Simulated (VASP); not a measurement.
A run of VASP 6.6.1 is set up as follows.

INCAR

```
PREC     = Accurate       # precision mode
ENCUT    = 520            # plane-wave cutoff, eV
EDIFF    = 1E-7           # SCF threshold, eV
ISMEAR   = -1             # smearing method
SIGMA    = 0.05           # smearing width, eV
LREAL    = F              # projectors in reciprocal space
LASPH    = T              # aspherical terms in the spheres
NELM     = 100            # most SCF steps
ALGO     = Normal         # electronic algorithm
ISIF     = 2              # what is computed and relaxed
LWAVE    = F              # write WAVECAR
LCHARG   = F              # write CHGCAR
GGA      = PE             # functional
NBANDS   = 19             # bands
```

KPOINTS

```
regular mesh
0
Gamma
  15 15 8
```

The input POSCAR:

```
Zr
1.0
    2.8958378304      0.0000000000      0.0000000000
   -1.4479189152      2.5078691264      0.0000000000
    0.0000000000      0.0000000000      4.8944655075
Zr
2
Direct
    0.3333333333      0.6666666667      0.2500000000
    0.6666666667      0.3333333333      0.7500000000
```

Potentials or basis: VASP PAW PBE potentials, release 64 (Zr_sv).

The run is started by

```console
$ cat potpaw_PBE.64/Zr_sv/POTCAR > POTCAR
$ mpirun -np 1 vasp_std > vasp.out
```

Problem. Predict the pressure.

Solution. 38.7 GPa.

Problem. Estimate the band gap on the k mesh.

Solution. Zero (bands 12 and 13 overlap by 1.38 eV).

Stress tensor (GPa, compression positive):
```
38.69  0.00  0.00
 0.00 38.69  0.00
 0.00  0.00 38.58
```

Caveat: the cell stands under pressure.
